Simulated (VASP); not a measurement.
Write the native input for VASP 6.6.1 that does the following.

```yaml
Task: single point
Functional: PBE
Potentials_or_basis: VASP PAW PBE potentials, release 64 (Mg)
Cutoff: 520 eV
k_mesh: 16 × 16 × 10
Occupations: gaussian, width 0.05 eV
Spin: no spin polarisation
Dipole_correction: no
Further_INCAR_settings: ALGO = Fast; EDIFF = 1e-06; NBANDS = 9
```

The structure of Mg lies in POSCAR:

```
Mg
1.0
    3.1974277695      0.0000000000      0.0000000000
   -1.5987138847      2.7690536751      0.0000000000
    0.0000000000      0.0000000000      5.1838506506
Mg
2
Direct
    0.3333333333      0.6666666667      0.2500000000
    0.6666666667      0.3333333333      0.7500000000
```

The input as run:

INCAR

```
SYSTEM = Mg
PREC = Accurate
ENCUT = 520
EDIFF = 1E-6
ISMEAR = 0
SIGMA = 0.05
LREAL = .False.
LASPH = .True.
NELM = 60
ALGO = Fast
ISIF = 2
LWAVE = .False.
LCHARG = .True.
GGA = PE
LELF = .True.
LVHAR = .True.
NBANDS = 9
```

KPOINTS

```
regular mesh
0
Gamma
  16 16 10
  0 0 0
```

Potentials or basis: VASP PAW PBE potentials, release 64 (Mg).

Run with:

```sh
$ cat potpaw_PBE.64/Mg/POTCAR > POTCAR
$ mpirun -np 1 vasp_std > vasp.out
```

It gave:

* Pressure: -0.1 GPa
* Band gap on the k mesh: zero (band 2 reaches 3.63 eV, above the bottom of band 3 at 1.41 eV)

Run time: 19 s on 1 thread of Intel(R) Xeon(R) Platinum 8375C CPU @ 2.90GHz (Ice Lake), with other jobs on the host, peak memory 0.2 GiB.
